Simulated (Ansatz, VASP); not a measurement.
**Zr5TiN6: VASP beside Ansatz**

File INCAR:

```
PREC = Accurate ; ENCUT = 520
EDIFF = 1E-6 ; ISMEAR = 0
SIGMA = 0.2 ; LREAL = F
LASPH = T ; NELM = 60
ALGO = Normal ; ISIF = 2
LWAVE = F ; LCHARG = F
GGA = PE ; NBANDS = 63
```

KPOINTS

```
Automatic mesh
0
Gamma
  6 6 2
```

POSCAR

```
Zr5TiN6
1.0
    3.2194778000      0.0000000000      0.0000000000
    0.0000000000      3.2194778000      0.0000000000
    0.0000000000      0.0000000000     13.6287621000
Zr Ti N
5 1 6
Direct
    0.0000000000      0.0000000000      0.8314730000
    0.5000000000      0.5000000000      0.0000000000
    0.0000000000      0.0000000000      0.1685270000
    0.5000000000      0.5000000000      0.3404040000
    0.5000000000      0.5000000000      0.6595960000
    0.0000000000      0.0000000000      0.5000000000
    0.0000000000      0.0000000000      0.0000000000
    0.5000000000      0.5000000000      0.1695680000
    0.0000000000      0.0000000000      0.3390780000
    0.5000000000      0.5000000000      0.5000000000
    0.0000000000      0.0000000000      0.6609220000
    0.5000000000      0.5000000000      0.8304320000
```

Input for Ansatz:

```yaml
crystal:
  lattice:
    - [3.2194778, 0.0, 0.0]
    - [0.0, 3.2194778, 0.0]
    - [0.0, 0.0, 13.6287621]
  atoms:
    - { symbol: Zr, position: [0.0, 0.0, 0.831473] }
    - { symbol: Zr, position: [0.5, 0.5, 0.0] }
    - { symbol: Zr, position: [0.0, 0.0, 0.168527] }
    - { symbol: Zr, position: [0.5, 0.5, 0.340404] }
    - { symbol: Zr, position: [0.5, 0.5, 0.659596] }
    - { symbol: Ti, position: [0.0, 0.0, 0.5] }
    - { symbol: "N", position: [0.0, 0.0, 0.0] }
    - { symbol: "N", position: [0.5, 0.5, 0.169568] }
    - { symbol: "N", position: [0.0, 0.0, 0.339078] }
    - { symbol: "N", position: [0.5, 0.5, 0.5] }
    - { symbol: "N", position: [0.0, 0.0, 0.660922] }
    - { symbol: "N", position: [0.5, 0.5, 0.830432] }
basis:
  ecutwfc: 420
kpoints:
  mp_grid: { grid: [6, 6, 2] }
hamiltonian:
  xc: pbe
scf:
  occupations: { method: gaussian, width: 0.2 }
  lower_state_search: "off"
output:
  forces: true
  stress: true
  eigenvalues: true
```

Alike in both runs: task single point; functional PBE; k mesh 6 × 6 × 2; occupations gaussian, width 0.2 eV; no spin polarisation.

|  | VASP | Ansatz |
| --- | --- | --- |
| version | VASP 6.6.1 | Ansatz 0.2.0 |
| potentials or method | VASP PAW PBE potentials, release 64 (Zr_sv, Ti_sv, N), cutoff 520 eV | scalar-relativistic, plane waves, PAW |
| valence electrons in the cell | 102 | 102 |

|  | VASP | Ansatz | Ansatz less VASP |
| --- | --- | --- | --- |
| gap on the k mesh at the Fermi level (eV) | none | none | - |
| pressure (GPa) | 0.3 | 0.1 | -0.24 |
| traceless stress, the component that is largest in VASP (GPa) | 0.26 | 0.24 | -0.023 |
| rms of the force components (eV/Å) | 0.036 | 0.037 | +0.0008 |

Atom by atom the forces differ by 0.002 eV/Å (rms over components). A gap of «none» marks a metal or a gap that the smearing closes. The functional is the same, so the differences come from potentials, cutoffs and numerics.
